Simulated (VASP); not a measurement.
# CaZn (P4/mmm) in VASP: further runs

The runs below take CaZn through single point, with LDA.

All numbers are computed with VASP 6.6.1; they aren't measurements. Logs are shortened: lines on timing, memory, paths and dates and some standing lists are left out, and cuts for length are marked.

## Step 1: The cell of the first run

Symmetry: P4/mmm, No. 123, tetragonal system. The conventional cell has a = 3.343 Å, b = 3.343 Å, c = 4.346 Å, α = 90.00°, β = 90.00°, γ = 90.00°. Ca (site symmetry 4/mmm) has 8 Zn at 3.21 Å and 6 Ca at 3.34 to 4.35 Å within 4.4 Å. Within 4.4 Å of Zn (site symmetry 4/mmm) lie 8 Ca at 3.21 Å and 6 Zn at 3.34 to 4.35 Å.

## Step 2: Single point, LDA

INCAR reads:

```
  ALGO = Fast
  EDIFF = 1E-6
  ENCUT = 520
  GGA = CA
  ISIF = 2
  ISMEAR = 0
  LASPH = True
  LCHARG = False
  LREAL = False
  LWAVE = False
  NBANDS = 18
  NELM = 100
  PREC = Accurate
  SIGMA = 0.15
```

KPOINTS reads:

```
k-points
0
Gamma
  14 14 14
```

POSCAR reads:

```
CaZn
1.0
    3.3431441387      0.0000000000      0.0000000000
    0.0000000000      3.3431441387      0.0000000000
    0.0000000000      0.0000000000      4.3460873803
Ca Zn
1 1
Direct
    0.0000000000      0.0000000000      0.0000000000
    0.5000000000      0.5000000000      0.5000000000
```

Potentials or basis: VASP PAW LDA potentials, release 64 (Ca_sv, Zn).

Command:

```sh
cat potpaw_LDA.64/Ca_sv/POTCAR potpaw_LDA.64/Zn/POTCAR > POTCAR
mpirun -np 1 vasp_std > vasp.out
```

OUTCAR:

```text
EDIFF = 1E-6
   ENCUT = 520
   GGA = CA
   ISIF = 2
   ISMEAR = 0
   LASPH = True
   LREAL = False
   NELM = 100
   PREC = Accurate

 ion  position               nearest neighbor table
   1  0.000  0.000  0.000-
   2  0.500  0.500  0.500-

  LATTYP: Found a simple tetragonal cell.
 ALAT       =     3.3431441387
 C/A-ratio  =     1.3000000000

  Lattice vectors:

 A1 = (   3.3431441387,   0.0000000000,   0.0000000000)
 A2 = (   0.0000000000,   3.3431441387,   0.0000000000)
 A3 = (   0.0000000000,   0.0000000000,   4.3460873803)

Analysis of symmetry for initial positions (statically):
=====================================================================
 Subroutine PRICEL returns:
 Original cell was already a primitive cell.

 Routine SETGRP: Setting up the symmetry group for a
 simple tetragonal supercell.

 Subroutine GETGRP returns: Found 16 space group operations
 (whereof 16 operations were pure point group operations)
 out of a pool of 16 trial point group operations.

The static configuration has the point symmetry D_4h.

Analysis of symmetry for dynamics (positions and initial velocities):
=====================================================================
 Subroutine PRICEL returns:
 Original cell was already a primitive cell.

 Routine SETGRP: Setting up the symmetry group for a
 simple tetragonal supercell.

 Subroutine GETGRP returns: Found 16 space group operations
 (whereof 16 operations were pure point group operations)
 out of a pool of 16 trial point group operations.

The dynamic configuration has the point symmetry D_4h.

 Subroutine INISYM returns: Found 16 space group operations
 (whereof 16 operations are pure point group operations),
 and found     1 'primitive' translations

----------------------------------------------------------------------------------------

                                     Primitive cell

  volume of cell :      48.5745

  direct lattice vectors                    reciprocal lattice vectors
     3.343144139  0.000000000  0.000000000     0.299119619  0.000000000  0.000000000
     0.000000000  3.343144139  0.000000000     0.000000000  0.299119619  0.000000000
     0.000000000  0.000000000  4.346087380     0.000000000  0.000000000  0.230092014

  length of vectors
[... 66 lines left out ...]
   total plane-waves  NPLWV =  25088
   dimension x,y,z NGX =    28 NGY =   28 NGZ =   32
   dimension x,y,z NGXF=    56 NGYF=   56 NGZF=   64
   ions per type =               1   1
   NGX,Y,Z   is equivalent  to a cutoff of  13.92, 13.92, 12.24 a.u.
   NGXF,Y,Z  is equivalent  to a cutoff of  27.85, 27.85, 24.48 a.u.
 SYSTEM =  unknown system
   PREC   = accura    normal or accurate (medium, high low for compatibility)
   ISTART =      0    job   : 0-new  1-cont  2-samecut
   ICHARG =      2    charge: 1-file 2-atom 10-const
   ISPIN  =      1    spin polarized calculation?
   LNONCOLLINEAR =      F non collinear calculations
   LSORBIT =      F    spin-orbit coupling
   LASPH  =      T    aspherical Exc in radial PAW
   ENCUT  =  520.0 eV  38.22 Ry    6.18 a.u.   6.22  6.22  8.08*2*pi/ulx,y,z
   NELM   =    100;   NELMIN=  2; NELMDL= -5     # of ELM steps
   EDIFF  = 0.1E-05   stopping-criterion for ELM
   LREAL  =      F    real-space projection
[... 7 lines left out ...]
   TEBEG  =    0.0;   TEEND  =   0.0 temperature during run
   PSTRESS=    0.0 pullay stress
   NELECT =      22.0000    total number of electrons
   NUPDOWN=      -1.0000    fix difference up-down
   EMIN   =  10.00;   EMAX   =-10.00  energy-range for DOS
   EFERMI =   0.00;   METHOD = LEGACY
   ISMEAR =     0;   SIGMA  =   0.15  broadening in eV -4-tet -1-fermi 0-gaus
   EFERMI_NEDOS =   21; number of points for ismear=-14 and -15
   IALGO  =     68    algorithm
   IMIX   =      4    mixing-type and parameters
     AMIX     =   0.40;   BMIX     =  1.00
     AMIX_MAG =   1.60;   BMIX_MAG =  1.00
  volume/ion in A,a.u.               =      24.29       163.90
  Fermi-wavevector in a.u.,A,eV,Ry     =   1.257225  2.375810 21.505552  1.580613
  Thomas-Fermi vector in A             =   2.390894
   LORBIT       =      0    0 simple, 1 ext, 2 COOP (PROOUT), +10 PAW based schemes
   GGA     = CA    functional components
   LHFCALC =     F    Hartree Fock is set to
   AEXX    =    0.0000 exact exchange contribution
   IVDW    =     0    specifies the selected vdW correction
   LEPSILON=     F    determine dielectric tensor
   LRPA    =     F    only Hartree local field effects (RPA)
 non-spin polarized calculation
 RMM-DIIS sequential band-by-band and
 Gauss-broadening in eV      SIGMA  =   0.15
  energy-cutoff  :      520.00
  volume of cell :       48.57
 maximum number of plane-waves:      1344
 NGX is ok and might be reduce to    28

 number of electron      22.0000002 magnetization

 Free energy of the ion-electron system (eV)
  ---------------------------------------------------
  ext. energy  EPLUGINS =         0.00000000
  ---------------------------------------------------
  free energy    TOTEN  =        -4.35634846 eV

  energy without entropy =       -4.33949574  energy(sigma->0) =       -4.34792210

 E-fermi :   2.3837     XC(G=0):  -9.8029

 val. band max:        2.3778520515   @ k =   0.1429   0.1429   0.1429
 cond. band min:       2.3856094642   @ k =   0.4286   0.2857   0.2857
 fundamental gap:      0.0077574127
 Fermi energy:         2.3836618347

 k-point     1 :       0.0000    0.0000    0.0000
  band No.  band energies     occupation
      1     -38.3111      2.00000
      2     -19.6017      2.00000
      3     -19.4752      2.00000
      4     -19.4752      2.00000
      5      -4.7796      2.00000
      6      -4.7416      2.00000
[... 481 lines left out ...]
      5      -4.6721      2.00000
      6      -4.6536      2.00000
[... 10 lines left out ...]
     17       8.0950      0.00000
     18       9.5067      0.00000

 [... further k-points ...]
[... 5 lines left out ...]
  --------------------------------------------------------------------------------------
  -------------------------------------------------------------------------------------
  Total       -0.2754726     -0.2754726     -2.0929913      0.0000000      0.0000000      0.0000000
  in kB       -9.0861581     -9.0861581    -69.0350032      0.0000000      0.0000000      0.0000000
  external PRESSURE =     -29.0691065 kB  Pullay stress =       0.0000000 kB

 VOLUME and BASIS-vectors are now :
 -----------------------------------------------------------------------------
  energy-cutoff  :      520.00
  volume of cell :       48.57
      direct lattice vectors                 reciprocal lattice vectors
     3.343144139  0.000000000  0.000000000     0.299119619  0.000000000  0.000000000
     0.000000000  3.343144139  0.000000000     0.000000000  0.299119619  0.000000000
     0.000000000  0.000000000  4.346087380     0.000000000  0.000000000  0.230092014

 POSITION                                       TOTAL-FORCE (eV/Angst)
 -----------------------------------------------------------------------------------
      0.00000      0.00000      0.00000         0.000000      0.000000      0.000000
      1.67157      1.67157      2.17304         0.000000      0.000000      0.000000
 -----------------------------------------------------------------------------------
    total drift:                                0.000000      0.000000      0.000000

  FREE ENERGIE OF THE ION-ELECTRON SYSTEM (eV)
  ---------------------------------------------------
  free  energy   TOTEN  =        -4.3563484599 eV

  energy  without entropy=       -4.3394957414  energy(sigma->0) =       -4.34792210
```

stdout:

```text
POSCAR found type information on POSCAR CaZn
 POSCAR found :  2 types and       2 ions
 scaLAPACK will be used
 LDA part: xc-table for (Slater(with rela. corr.)+CA(PZ))
 , standard interpolation
 POSCAR, INCAR and KPOINTS ok, starting setup
 FFT: planning ... GRIDC
 FFT: planning ... GRID_SOFT
 FFT: planning ... GRID
 WAVECAR not read
 entering main loop
WARNING in EDDRMM: call to ZHEGV failed, returncode =   8  4     18
WARNING in EDDRMM: call to ZHEGV failed, returncode =   8  4     15
WARNING in EDDRMM: call to ZHEGV failed, returncode =   6  3      8
WARNING in EDDRMM: call to ZHEGV failed, returncode =   6  3     10
WARNING in EDDRMM: call to ZHEGV failed, returncode =   8  4     10
WARNING in EDDRMM: call to ZHEGV failed, returncode =   6  3     11
WARNING in EDDRMM: call to ZHEGV failed, returncode =   6  3     11
WARNING in EDDRMM: call to ZHEGV failed, returncode =   6  3     16
WARNING in EDDRMM: call to ZHEGV failed, returncode =   8  4     17
WARNING in EDDRMM: call to ZHEGV failed, returncode =   6  3     10
WARNING in EDDRMM: call to ZHEGV failed, returncode =   8  4     16
```

It took 2.4 min on 1 thread of AMD EPYC 9R45 (Zen 5), shared host; peak memory 0.33 GiB.

Results:

```
Free energy            : -4.3563 eV
Pressure               : -2.9 GPa
Band gap on the k mesh : zero (bands 11 and 12 overlap by 1.70 eV)
```

Stress tensor (GPa, compression positive):
```
-0.91  0.00  0.00
 0.00 -0.91  0.00
 0.00  0.00 -6.90
```

Levels at points of the mesh, in eV from the Fermi level:
```
           k point  band 7  band 8  band 9  band 10  band 11  band 12  band 13  band 14  band 15  band 16
(0.00, 0.00, 0.00)   -6.97   -6.97   -6.89    -6.53     0.66     1.36     1.62     4.46     4.46     5.17
(0.50, 0.00, 0.00)   -6.97   -6.95   -6.95    -3.54    -2.35     0.65     1.81     3.31     4.67     5.94
(0.50, 0.50, 0.00)   -7.09   -7.00   -6.79    -2.27     0.51     0.51     2.07     2.63     2.63     4.33
(0.00, 0.00, 0.50)   -6.96   -6.96   -6.89    -5.11    -3.15     1.45     3.41     3.41     3.48     5.17
(0.50, 0.00, 0.50)   -6.98   -6.97   -6.91    -3.47    -0.76    -0.11     0.81     3.71     4.23     4.41
(0.50, 0.50, 0.50)   -7.07   -6.91   -6.79    -0.79    -0.46    -0.46    -0.17     4.59     4.91     4.92
```

Caveat: the stress differs along the axes, from -7 to -1 GPa.

## Step 3: Single point, LDA

This run uses another cell than the first one, of the same volume but with other edges.

INCAR reads:

```
  PREC = Accurate
  ENCUT = 520
  EDIFF = 1E-6
  ISMEAR = 0
  SIGMA = 0.15
  LREAL = F
  LASPH = T
  NELM = 60
  ALGO = Fast
  ISIF = 2
  LWAVE = F
  LCHARG = F
  NBANDS = 18
```

KPOINTS reads:

```
regular mesh
0
Gamma
  14 14 14
```

POSCAR reads:

```
CaZn
1.0
    3.7515172102      0.0000000000      0.0000000000
    0.0000000000      3.7515172102      0.0000000000
    0.0000000000      0.0000000000      3.4513958334
Ca Zn
1 1
Direct
    0.0000000000      0.0000000000      0.0000000000
    0.5000000000      0.5000000000      0.5000000000
```

Potentials or basis: VASP PAW LDA potentials, release 64 (Ca_sv, Zn).

Command:

```sh
cat potpaw_LDA.64/Ca_sv/POTCAR potpaw_LDA.64/Zn/POTCAR > POTCAR
mpirun -np 1 vasp_std > vasp.out
```

Wall time 2.1 min (1 thread of AMD EPYC 9R45 (Zen 5), shared host); peak memory 0.32 GiB.

The run converged. Its results:

```yaml
Free_energy: -4.5096 eV
Pressure: -3.0 GPa
Band_gap_on_the_k_mesh: zero (bands 11 and 12 overlap by 2.06 eV)
```

Stress tensor (GPa, compression positive):
```
-3.88  0.00  0.00
 0.00 -3.88  0.00
 0.00  0.00 -1.29
```

Levels at points of the mesh, in eV from the Fermi level:
| k point | band 8 | band 9 | band 10 | band 11 | band 12 | band 13 | band 14 | band 15 |
| --- | --- | --- | --- | --- | --- | --- | --- | --- |
| (0.00, 0.00, 0.00) | -6.97 | -6.97 | -6.49 | 1.38 | 1.40 | 3.99 | 3.99 | 4.40 |
| (0.50, 0.00, 0.00) | -7.00 | -6.96 | -4.31 | -2.72 | 1.80 | 2.07 | 3.07 | 4.79 |
| (0.50, 0.50, 0.00) | -7.01 | -6.91 | -3.57 | -0.42 | -0.42 | 0.91 | 3.96 | 3.96 |
| (0.00, 0.00, 0.50) | -6.99 | -6.99 | -3.72 | -2.44 | 2.10 | 2.11 | 2.11 | 4.56 |
| (0.50, 0.00, 0.50) | -7.06 | -6.88 | -3.08 | -0.21 | 0.04 | 1.38 | 3.26 | 3.60 |
| (0.50, 0.50, 0.50) | -6.91 | -6.87 | -0.70 | -0.70 | -0.63 | -0.53 | 4.73 | 4.73 |

Caveat: the cell stands under tension.
